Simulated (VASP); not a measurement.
## AlNi: relaxation of cell and atoms with PBEsol

AlNi:

```
CELL_PARAMETERS angstrom
2.88100 0.00000 0.00000
0.00000 2.88100 0.00000
0.00000 0.00000 2.88100
ATOMIC_POSITIONS crystal
Ni 0.50000 0.50000 0.50000
Al 0.00000 0.00000 0.00000
```

| Property | Result |
| --- | --- |
| Program | VASP 6.6.1 |
| Task | relaxation of cell and atoms |
| Functional | PBEsol |
| Potentials or basis | VASP PAW PBE potentials, release 64 (Ni, Al) |
| Cutoff | 600 eV |
| k mesh | 9 × 9 × 9 |
| Occupations | fermi-dirac, width 0.05 eV |
| Spin | collinear spin, ferromagnetic start |
| Starting moments | [1.0, 0.0] μB |
| Target pressure | 2 GPa |
| Dipole correction | no |
| Further INCAR settings | ALGO = Normal; EDIFF = 1e-07; IBRION = 2; EDIFFG = -0.01; NSW = 60; ISIF = 3 |

- Relaxed volume: 11.59 Å³/atom
- Relaxed cell: a = 2.851 Å, b = 2.851 Å, c = 2.851 Å, α = 90.00°, β = 90.00°, γ = 90.00°
- Space group after relaxing (to 0.1 Å): Pm-3m (No. 221)
- Energy change on relaxing (the run minimises the enthalpy): -1.6 meV/atom
- Ionic steps: 3
- Pressure after relaxing: 2.0 GPa
- Net moment: 0.00 μB per cell
- Valence electrons inside the program's atomic spheres: Ni 9.53; Al 0.81

The path:
| step | energy change (eV) | largest force (eV/Å) | pressure (GPa) | volume (Å³) |
| --- | --- | --- | --- | --- |
| 1 | 0.0000 | 0.0000 | -3.24 | 23.91 |
| 2 | 0.0134 | 0.0000 | 7.03 | 22.59 |
| 3 | -0.0032 | 0.0000 | 2.00 | 23.19 |

Final structure:
```
Ni Al
1.0
     2.85149    0.00000    0.00000
     0.00000    2.85149    0.00000
     0.00000    0.00000    2.85149
Ni Al
1 1
Direct
  0.50000 0.50000 0.50000
  0.00000 0.00000 0.00000
```

Levels at points of the mesh, in eV from the Fermi level:
Spin up:
```tsv
k point	band 3	band 4	band 5	band 6	band 7	band 8	band 9	band 10
(0.00, 0.00, 0.00)	-3.41	-1.63	-1.63	-1.63	5.62	5.62	5.62	8.23
```
Spin down:
```
           k point  band 2  band 3  band 4  band 5  band 6  band 7  band 8  band 9  band 10  band 11
(0.00, 0.00, 0.00)   -3.41   -3.41   -1.63   -1.63   -1.63    5.62    5.62    5.62     8.23     8.23
```

It took 90 s on 1 thread of Intel Xeon 8259CL, on a shared host, peak memory 0.17 GiB.

Caveat: the cell is relaxed towards a set pressure, so the run minimises the enthalpy, not the energy; the PAW data sets were made with another functional, which shifts forces and pressure a little.
